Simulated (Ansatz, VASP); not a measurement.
## One calculation of W, two programs

```
W
1.0
     0.00000    2.24004    1.56221
     2.24004    0.00000    1.56221
     2.24004    2.24004    0.00000
W
1
Direct
  0.00000 0.00000 0.00000
```

Alike in both runs: task single point; functional LDA; k mesh 22 × 22 × 22; occupations gaussian, width 0.15 eV; no spin polarisation.

|  | VASP | Ansatz |
| --- | --- | --- |
| version | VASP 6.6.1 | Ansatz 0.2.0 |
| potentials or method | VASP PAW LDA potentials, release 64 (W_sv), cutoff 520 eV | scalar-relativistic, plane waves, PAW |
| valence electrons in the cell | 14 | 14 |

VASP gave:

```
gap on the k mesh at the Fermi level (eV)                     : none
pressure (GPa)                                                : -3.7
traceless stress, the component that is largest in VASP (GPa) : 2.87
```

**Question.** Which values does Ansatz return?

**Answer.** gap on the k mesh at the Fermi level (eV): none; pressure (GPa): -5.4; traceless stress, the component that is largest in VASP (GPa): 2.86.

Ansatz warns that its potentials were made for another functional, while VASP's fit it. LDA's correlation is that of Perdew and Zunger in VASP and of Perdew and Wang (1992) in Ansatz. A gap of «none» marks a metal or a gap that the smearing closes.

Neither program's run includes spin-orbit coupling.
